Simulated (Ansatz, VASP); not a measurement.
**Two plane-wave programs on GaN**

```xyz
2
Lattice="0.0000 2.1408 2.3662 2.1408 0.0000 2.3662 2.1408 2.1408 0.0000" Properties=species:S:1:pos:R:3 pbc="T T T"
Ga    0.0000    0.0000    0.0000
N     3.2112    3.2112    3.5493
```

Change from the starting cell: strain -0.050 along x and y, +0.050 along z, atoms carried along.

Alike in both runs: task single point; functional r2SCAN; k mesh 10 × 10 × 10; occupations gaussian, width 0.05 eV; no spin polarisation.

|  | VASP | Ansatz |
| --- | --- | --- |
| version | VASP 6.6.1 | Ansatz 0.2.0 |
| potentials or method | VASP PAW PBE potentials, release 64 (Ga_d, N), cutoff 520 eV | scalar-relativistic, plane waves, PAW |
| valence electrons in the cell | 18 | 18 |

```tsv
	VASP	Ansatz	Ansatz less VASP
gap on the k mesh at the Fermi level (eV)	2.25	2.26	+0.011
least direct gap on the mesh (eV)	2.25	2.26	+0.011
pressure (GPa)	10.7	9.6	-1.18
traceless stress, the component that is largest in VASP (GPa)	-10.74	-10.94	-0.200
```

VASP's potentials were made for PBE, not for r2SCAN.
